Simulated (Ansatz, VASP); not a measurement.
**One calculation of Hf2Pd2Se2Br2O3, two programs**

The input INCAR:

```
ALGO     = Normal         # electronic algorithm
EDIFF    = 1E-6           # SCF threshold, eV
ENCUT    = 520            # plane-wave cutoff, eV
GGA      = PE             # functional
ISIF     = 2              # what is computed and relaxed
ISMEAR   = -1             # smearing method
LASPH    = True           # aspherical terms in the spheres
LCHARG   = False          # write CHGCAR
LREAL    = False          # projectors in reciprocal space
LWAVE    = False          # write WAVECAR
NBANDS   = 53             # bands
NELM     = 80             # most SCF steps
PREC     = Accurate       # precision mode
SIGMA    = 0.05           # smearing width, eV
```

File KPOINTS:

```
k-points
0
Gamma
  5 5 4
```

POSCAR

```
Hf2Pd2Se2Br2O3
1.0
    5.6437610821     -0.0940789584     -0.0141833140
    1.6246185896      5.3704529502      0.0025266230
    1.3782275490      1.9279744094      8.3705006778
Hf Pd Se Br O
2 2 2 2 3
Direct
    0.2331700000      0.6516100000      0.0228400000
    0.7668300000      0.3483900000      0.9771600000
    0.0000000000      0.5000000000      0.5000000000
    0.0000000000      0.0000000000      0.5000000000
    0.0241900000      0.3391700000      0.2533100000
    0.9758100000      0.6608300000      0.7466900000
    0.5000000000      0.5000000000      0.5000000000
    0.5000000000      0.0000000000      0.5000000000
    0.4479200000      0.3572400000      0.9210100000
    0.5520800000      0.6427600000      0.0789900000
    0.0000000000      0.0000000000      0.0000000000
```

The input input.yaml:

```yaml
crystal:
  lattice:
    - [5.6437610821, -0.0940789584, -0.014183314]
    - [1.6246185896, 5.3704529502, 0.002526623]
    - [1.378227549, 1.9279744094, 8.3705006778]
  atoms:
    - { symbol: Hf, position: [0.23317, 0.65161, 0.02284] }
    - { symbol: Hf, position: [0.76683, 0.34839, 0.97716] }
    - { symbol: Pd, position: [0.0, 0.5, 0.5] }
    - { symbol: Pd, position: [0.0, 0.0, 0.5] }
    - { symbol: Se, position: [0.02419, 0.33917, 0.25331] }
    - { symbol: Se, position: [0.97581, 0.66083, 0.74669] }
    - { symbol: Br, position: [0.5, 0.5, 0.5] }
    - { symbol: Br, position: [0.5, 0.0, 0.5] }
    - { symbol: O, position: [0.44792, 0.35724, 0.92101] }
    - { symbol: O, position: [0.55208, 0.64276, 0.07899] }
    - { symbol: O, position: [0.0, 0.0, 0.0] }
hamiltonian:
  xc: pbe
  pseudopotentials: { kind: paw }
kpoints:
  mp_grid: { grid: [5, 5, 4] }
scf:
  occupations: { method: fermi_dirac, width: 0.05 }
output:
  forces: true
  stress: true
  eigenvalues: true
```

Alike in both runs: task single point; functional PBE; k mesh 5 × 5 × 4; occupations fermi-dirac, width 0.05 eV; no spin polarisation.

|  | VASP | Ansatz |
| --- | --- | --- |
| version | VASP 6.6.1 | Ansatz 0.2.0 |
| potentials or method | VASP PAW PBE potentials, release 64 (Hf_pv, Pd, Se, Br, O) | Ansatz PAW |
| plane-wave cutoff (eV) | 520 | 420 |
| valence electrons in the cell | 84 | 152 |

```csv
,VASP,Ansatz,Ansatz less VASP
gap on the k mesh at the Fermi level (eV),none,none,-
pressure (GPa),-2.1,-1.7,+0.41
"traceless stress, the component that is largest in VASP (GPa)",-1.34,-1.15,+0.187
rms of the force components (eV/Å),0.145,0.103,-0.0420
```

Atom by atom the forces differ by 0.046 eV/Å (rms over components). A gap of «none» marks a metal or a gap that the smearing closes. The functional is the same, so the differences come from potentials, cutoffs and numerics. VASP's potentials hold 84 valence electrons a cell and Ansatz's 152, so a difference there can come from the potentials and not from the codes.

Neither program's run includes spin-orbit coupling.
